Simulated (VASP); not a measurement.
# AlAs (F-43m) in VASP: further runs

AlAs is run at these levels: PBE, LDA; tasks: single point.

Everything below comes from runs of VASP 6.6.1. Logs are shortened: lines on timing, memory, paths and dates and some standing lists are left out, and cuts for length are marked.

**1. The cell of the first run**

It takes space group F-43m (No. 216, cubic). Conventional cell: a = 5.678 Å, b = 5.678 Å, c = 5.678 Å, α = 90.00°, β = 90.00°, γ = 90.00°. Within 3.2 Å of Al (site symmetry -43m) lie 4 As at 2.46 Å. Within 3.2 Å of As (site symmetry -43m) lie 4 Al at 2.46 Å.

**2. Single point, PBE**

File INCAR:

```
SYSTEM = AlAs
ALGO = Normal ; EDIFF = 1E-6
ENCUT = 500 ; GGA = PE
GGA_COMPAT = .FALSE. ; ISIF = 2
ISMEAR = 0 ; LASPH = .TRUE.
LCHARG = .FALSE. ; LREAL = .FALSE.
LWAVE = .FALSE. ; NBANDS = 11
NELM = 120 ; PREC = Accurate
SIGMA = 0.01
```

File KPOINTS:

```
k-points
0
G
  4 4 4
  0 0 0
```

File POSCAR:

```
AlAs
1.0
    0.0000000000      2.8389251756      2.8389251756
    2.8389251756      0.0000000000      2.8389251756
    2.8389251756      2.8389251756      0.0000000000
Al As
1 1
Direct
    0.0000000000      0.0000000000      0.0000000000
    0.2500000000      0.2500000000      0.2500000000
```

Potentials or basis: VASP PAW PBE potentials, release 64 (Al, As).

Command:

```
cat potpaw_PBE.64/Al/POTCAR potpaw_PBE.64/As/POTCAR > POTCAR
mpirun -np 1 vasp_std > vasp.out
```

OUTCAR:

```text
SYSTEM = AlAs
   EDIFF = 1E-6
   ENCUT = 500
   GGA = PE
   ISIF = 2
   ISMEAR = 0
   LASPH = .TRUE.
   LREAL = .FALSE.
   NELM = 120
   PREC = Accurate

 ion  position               nearest neighbor table
   1  0.000  0.000  0.000-   2 2.46   2 2.46   2 2.46   2 2.46
   2  0.250  0.250  0.250-   1 2.46   1 2.46   1 2.46   1 2.46

  LATTYP: Found a face centered cubic cell.
 ALAT       =     5.6778503512

  Lattice vectors:

 A1 = (   0.0000000000,   2.8389251756,   2.8389251756)
 A2 = (   2.8389251756,   0.0000000000,   2.8389251756)
 A3 = (   2.8389251756,   2.8389251756,   0.0000000000)

Analysis of symmetry for initial positions (statically):
=====================================================================
 Subroutine PRICEL returns:
 Original cell was already a primitive cell.

 Routine SETGRP: Setting up the symmetry group for a
 face centered cubic supercell.

 Subroutine GETGRP returns: Found 24 space group operations
 (whereof 24 operations were pure point group operations)
 out of a pool of 48 trial point group operations.

The static configuration has the point symmetry T_d .

Analysis of symmetry for dynamics (positions and initial velocities):
=====================================================================
 Subroutine PRICEL returns:
 Original cell was already a primitive cell.

 Routine SETGRP: Setting up the symmetry group for a
 face centered cubic supercell.

 Subroutine GETGRP returns: Found 24 space group operations
 (whereof 24 operations were pure point group operations)
 out of a pool of 48 trial point group operations.

The dynamic configuration has the point symmetry T_d .

 Subroutine INISYM returns: Found 24 space group operations
 (whereof 24 operations are pure point group operations),
 and found     1 'primitive' translations

----------------------------------------------------------------------------------------

                                     Primitive cell

  volume of cell :      45.7606

  direct lattice vectors                    reciprocal lattice vectors
     0.000000000  2.838925176  2.838925176    -0.176122993  0.176122993  0.176122993
     2.838925176  0.000000000  2.838925176     0.176122993 -0.176122993  0.176122993
     2.838925176  2.838925176  0.000000000     0.176122993  0.176122993 -0.176122993

  length of vectors
     4.014846486  4.014846486  4.014846486     0.305053973  0.305053973  0.305053973

  position of ions in fractional coordinates (direct lattice)
     0.000000000  0.000000000  0.000000000
     0.250000000  0.250000000  0.250000000

  ion indices of the primitive-cell ions
   primitive index   ion index
                 1           1
                 2           2

----------------------------------------------------------------------------------------

 KPOINTS: k-points

Automatic generation of k-mesh.
 Grid dimensions read from file:
 generate k-points for:    4    4    4

 Generating k-lattice:

  Cartesian coordinates                     Fractional coordinates (reciprocal lattice)
    -0.044030748  0.044030748  0.044030748     0.250000000  0.000000000  0.000000000
     0.044030748 -0.044030748  0.044030748     0.000000000  0.250000000  0.000000000
     0.044030748  0.044030748 -0.044030748     0.000000000  0.000000000  0.250000000

  Length of vectors
     0.076263493  0.076263493  0.076263493

  Shift w.r.t. Gamma in fractional coordinates (k-lattice)
     0.000000000  0.000000000  0.000000000

 Subroutine IBZKPT returns following result:
 ===========================================

 Found      8 irreducible k-points:

 Following reciprocal coordinates:
            Coordinates               Weight
  0.000000  0.000000  0.000000      1.000000
  0.250000  0.000000  0.000000      8.000000
  0.500000  0.000000  0.000000      4.000000
  0.250000  0.250000  0.000000      6.000000
  0.500000  0.250000  0.000000     24.000000
 -0.250000  0.250000  0.000000     12.000000
  0.500000  0.500000  0.000000      3.000000
 -0.250000  0.500000  0.250000      6.000000
   k-points           NKPTS =      8   k-points in BZ     NKDIM =      8   number of bands    NBANDS=     11
   number of dos      NEDOS =    301   number of ions     NIONS =      2
   total plane-waves  NPLWV =  27000
   dimension x,y,z NGX =    30 NGY =   30 NGZ =   30
   dimension x,y,z NGXF=    60 NGYF=   60 NGZF=   60
   ions per type =               1   1
   NGX,Y,Z   is equivalent  to a cutoff of  12.42, 12.42, 12.42 a.u.
   NGXF,Y,Z  is equivalent  to a cutoff of  24.84, 24.84, 24.84 a.u.
 SYSTEM =  AlAs
   PREC   = accura    normal or accurate (medium, high low for compatibility)
   ISTART =      0    job   : 0-new  1-cont  2-samecut
   ICHARG =      2    charge: 1-file 2-atom 10-const
   ISPIN  =      1    spin polarized calculation?
   LNONCOLLINEAR =      F non collinear calculations
   LSORBIT =      F    spin-orbit coupling
   LASPH  =      T    aspherical Exc in radial PAW
   ENCUT  =  500.0 eV  36.75 Ry    6.06 a.u.   7.32  7.32  7.32*2*pi/ulx,y,z
   NELM   =    120;   NELMIN=  2; NELMDL= -5     # of ELM steps
   EDIFF  = 0.1E-05   stopping-criterion for ELM
   LREAL  =      F    real-space projection
   EDIFFG = 0.1E-04   stopping-criterion for IOM
   NSW    =      0    number of steps for IOM
   IBRION =     -1    ionic relax: 0-MD 1-quasi-New 2-CG
   NFREE  =      0    steps in history (QN), initial steepest desc. (CG)
   ISIF   =      2    stress and relaxation
   ISYM   =      2    0-nonsym 1-usesym 2-fastsym
   POTIM  = 0.5000    time-step for ionic-motion
   TEBEG  =    0.0;   TEEND  =   0.0 temperature during run
   PSTRESS=    0.0 pullay stress
   NELECT =       8.0000    total number of electrons
   NUPDOWN=      -1.0000    fix difference up-down
   EMIN   =  10.00;   EMAX   =-10.00  energy-range for DOS
   EFERMI =   0.00;   METHOD = LEGACY
   ISMEAR =     0;   SIGMA  =   0.01  broadening in eV -4-tet -1-fermi 0-gaus
   EFERMI_NEDOS =   21; number of points for ismear=-14 and -15
   IALGO  =     38    algorithm
   IMIX   =      4    mixing-type and parameters
     AMIX     =   0.40;   BMIX     =  1.00
     AMIX_MAG =   1.60;   BMIX_MAG =  1.00
  volume/ion in A,a.u.               =      22.88       154.40
  Fermi-wavevector in a.u.,A,eV,Ry     =   0.915393  1.729842 11.400923  0.837944
  Thomas-Fermi vector in A             =   2.040129
   LORBIT       =      0    0 simple, 1 ext, 2 COOP (PROOUT), +10 PAW based schemes
   GGA     = PE    functional components
   LHFCALC =     F    Hartree Fock is set to
   AEXX    =    0.0000 exact exchange contribution
   IVDW    =     0    specifies the selected vdW correction
   LEPSILON=     F    determine dielectric tensor
   LRPA    =     F    only Hartree local field effects (RPA)
 non-spin polarized calculation
 Gauss-broadening in eV      SIGMA  =   0.01
  energy-cutoff  :      500.00
  volume of cell :       45.76
 maximum number of plane-waves:      1211
 NGX is ok and might be reduce to    30
   NGX = 15   NGY = 15   NGZ = 15

 number of electron       7.9999999 magnetization

 Free energy of the ion-electron system (eV)
  ---------------------------------------------------
  ext. energy  EPLUGINS =         0.00000000
  ---------------------------------------------------
  free energy    TOTEN  =        -9.26468745 eV

  energy without entropy =       -9.26468745  energy(sigma->0) =       -9.26468745

 E-fermi :   3.9343     XC(G=0):  -8.9862

 val. band max:        3.8529040098   @ k =   0.0000   0.0000   0.0000
 cond. band min:       5.2790139897   @ k =   0.5000   0.5000   0.0000
 fundamental gap:      1.4261099799
 Fermi energy:         3.9343101848

 k-point     1 :       0.0000    0.0000    0.0000
  band No.  band energies     occupation
      1      -7.9617      2.00000
      2       3.8529      2.00000
      3       3.8529      2.00000
      4       3.8529      2.00000
      5       5.8357      0.00000
      6       8.0967      0.00000
      7       8.0967      0.00000
      8       8.0967      0.00000
      9      12.6594      0.00000
     10      12.8211      0.00000
     11      12.8211      0.00000

 k-point     2 :       0.2500    0.0000    0.0000
  band No.  band energies     occupation
      1      -7.3891      2.00000
      2       0.4732      2.00000
      3       3.3746      2.00000
      4       3.3746      2.00000
      5       6.4154      0.00000
      6       8.7211      0.00000
      7       8.7211      0.00000
      8      10.2480      0.00000
      9      12.1202      0.00000
     10      12.1202      0.00000
     11      13.2062      0.00000

 k-point     3 :       0.5000    0.0000    0.0000
  band No.  band energies     occupation
      1      -6.5540      2.00000
      2      -1.6969      2.00000
      3       3.0295      2.00000
      4       3.0295      2.00000
      5       5.9450      0.00000
      6       8.4994      0.00000
      7       8.4994      0.00000
      8      11.5722      0.00000
      9      14.9750      0.00000
     10      15.3483      0.00000
     11      15.3483      0.00000

 k-point     4 :       0.2500    0.2500    0.0000
  band No.  band energies     occupation
      1      -7.1912      2.00000
      2       0.6394      2.00000
      3       2.5155      2.00000
      4       2.5155      2.00000
      5       6.4079      0.00000
      6       7.5908      0.00000
      7      10.6300      0.00000
      8      10.6300      0.00000
      9      11.2387      0.00000
     10      13.9100      0.00000
     11      16.0190      0.00000

 k-point     5 :       0.5000    0.2500    0.0000
  band No.  band energies     occupation
      1      -6.3249      2.00000
      2      -1.1832      2.00000
      3       1.1370      2.00000
      4       2.2442      2.00000
      5       6.3906      0.00000
      6       8.9832      0.00000
      7      10.1781      0.00000
      8      10.7405      0.00000
      9      14.1210      0.00000
     10      15.2336      0.00000
     11      16.6890      0.00000

 k-point     6 :      -0.2500    0.2500    0.0000
  band No.  band energies     occupation
      1      -6.6336      2.00000
      2      -0.6868      2.00000
      3       0.9981      2.00000
      4       2.9563      2.00000
      5       7.2134      0.00000
      6       9.5724      0.00000
      7       9.7106      0.00000
      8      10.1225      0.00000
      9      11.4698      0.00000
     10      14.0725      0.00000
     11      16.2683      0.00000

 k-point     7 :       0.5000    0.5000    0.0000
  band No.  band energies     occupation
      1      -6.0077      2.00000
      2      -1.5668      2.00000
      3       1.6890      2.00000
      4       1.6890      2.00000
      5       5.2790      0.00000
      6       6.1244      0.00000
      7      14.1017      0.00000
      8      14.1017      0.00000
      9      15.5364      0.00000
     10      16.3443      0.00000
     11      16.3443      0.00000

 k-point     8 :      -0.2500    0.5000    0.2500
  band No.  band energies     occupation
      1      -5.9762      2.00000
      2      -1.2331      2.00000
      3       0.6980      2.00000
      4       1.0442      2.00000
      5       8.1629      0.00000
      6       9.4352      0.00000
      7       9.5014      0.00000
      8       9.8766      0.00000
      9      14.3875      0.00000
     10      16.0641      0.00000
     11      16.3726      0.00000

------------------------ aborting loop because EDIFF is reached ----------------------------------------

  FORCE on cell =-STRESS in cart. coord.  units (eV):
  Direction    XX          YY          ZZ          XY          YZ          ZX
  --------------------------------------------------------------------------------------
  -------------------------------------------------------------------------------------
  Total        0.6729268      0.6729268      0.6729268      0.0000000      0.0000000      0.0000000
  in kB       23.5606127     23.5606127     23.5606127      0.0000000      0.0000000      0.0000000
  external PRESSURE =      23.5606127 kB  Pullay stress =       0.0000000 kB

 VOLUME and BASIS-vectors are now :
 -----------------------------------------------------------------------------
  energy-cutoff  :      500.00
  volume of cell :       45.76
      direct lattice vectors                 reciprocal lattice vectors
     0.000000000  2.838925176  2.838925176    -0.176122993  0.176122993  0.176122993
     2.838925176  0.000000000  2.838925176     0.176122993 -0.176122993  0.176122993
     2.838925176  2.838925176  0.000000000     0.176122993  0.176122993 -0.176122993

 POSITION                                       TOTAL-FORCE (eV/Angst)
 -----------------------------------------------------------------------------------
      0.00000      0.00000      0.00000        -0.000000     -0.000000     -0.000000
      1.41946      1.41946      1.41946         0.000000      0.000000      0.000000
 -----------------------------------------------------------------------------------
    total drift:                               -0.000000     -0.000000     -0.000000

  FREE ENERGIE OF THE ION-ELECTRON SYSTEM (eV)
  ---------------------------------------------------
  free  energy   TOTEN  =        -9.2646874454 eV

  energy  without entropy=       -9.2646874454  energy(sigma->0) =       -9.26468745
```

It took 6.6 s on 1 thread of AMD EPYC 9R45 (Zen 5), shared host; peak memory 0.12 GiB.

What came out:

```yaml
Free_energy: -9.2647 eV
Pressure: 2.4 GPa
Band_gap_on_the_k_mesh: 1.43 eV, indirect (least direct gap 1.98 eV)
```

Caveat: the k points lie up to 0.48 Å⁻¹ apart. A k mesh can miss the band edges.

**3. Single point, PBE**

File INCAR:

```
PREC = Accurate
ENCUT = 500
EDIFF = 1E-6
ISMEAR = 0
SIGMA = 0.01
LREAL = F
LASPH = T
NELM = 120
ALGO = Normal
ISIF = 2
LWAVE = F
LCHARG = F
GGA = PE
NBANDS = 11
GGA_COMPAT = F
```

File KPOINTS:

```
regular mesh
0
Gamma
  4 4 4
```

POSCAR is that of step 2.

Potentials or basis: VASP PAW PBE potentials, release 64 (Al, As).

Command:

```
cat potpaw_PBE.64/Al/POTCAR potpaw_PBE.64/As/POTCAR > POTCAR
mpirun -np 1 vasp_std > vasp.out
```

It took 5.5 s on 1 thread of AMD EPYC 9R45 (Zen 5), shared host; peak memory 0.12 GiB.

Results (log left out):

- Free energy: -9.2647 eV
- Pressure: 2.4 GPa
- Band gap on the k mesh: 1.43 eV, indirect (least direct gap 1.98 eV)

Levels at points of the mesh, in eV from the valence-band top:
| k point | band 1 | band 2 | band 3 | band 4 | band 5 | band 6 | band 7 | band 8 | band 9 |
| --- | --- | --- | --- | --- | --- | --- | --- | --- | --- |
| (0.00, 0.00, 0.00) | -11.81 | 0.00 | 0.00 | 0.00 | 1.98 | 4.24 | 4.24 | 4.24 | 8.81 |
| (0.50, 0.00, 0.00) | -10.41 | -5.55 | -0.82 | -0.82 | 2.09 | 4.65 | 4.65 | 7.72 | 11.12 |
| (0.50, 0.50, 0.00) | -9.86 | -5.42 | -2.16 | -2.16 | 1.43 | 2.27 | 10.25 | 10.25 | 11.68 |

Caveat: the k points lie up to 0.48 Å⁻¹ apart.

**4. Single point, LDA**

File INCAR:

```
ALGO = Normal
EDIFF = 1E-6
ENCUT = 500
GGA = CA
GGA_COMPAT = F
ISIF = 2
ISMEAR = 0
LASPH = T
LCHARG = F
LREAL = F
LWAVE = F
NBANDS = 11
NELM = 120
PREC = Accurate
SIGMA = 0.01
```

File KPOINTS:

```
k-points
0
Gamma
  4 4 4
```

POSCAR is that of step 3.

Potentials or basis: VASP PAW LDA potentials, release 64 (Al, As).

Command:

```
cat potpaw_LDA.64/Al/POTCAR potpaw_LDA.64/As/POTCAR > POTCAR
mpirun -np 1 vasp_std > vasp.out
```

Run time: 4.4 s. Hardware: 1 thread of AMD EPYC 9R45 (Zen 5), shared host; peak memory 0.11 GiB.

Results (log left out):

```yaml
Free_energy: -10.3878 eV
Pressure: -1.3 GPa
Band_gap_on_the_k_mesh: 1.32 eV, indirect (least direct gap 1.80 eV)
```

Levels at points of the mesh, in eV from the valence-band top:
| k point | band 2 | band 3 | band 4 | band 5 | band 6 | band 7 |
| --- | --- | --- | --- | --- | --- | --- |
| (0.00, 0.00, 0.00) | 0.00 | 0.00 | 0.00 | 1.80 | 4.20 | 4.20 |
| (0.50, 0.00, 0.00) | -5.58 | -0.82 | -0.82 | 1.96 | 4.60 | 4.60 |
| (0.50, 0.50, 0.00) | -5.44 | -2.17 | -2.17 | 1.32 | 2.17 | 10.11 |

Caveat: the k points lie up to 0.48 Å⁻¹ apart. A k mesh can miss the band edges.
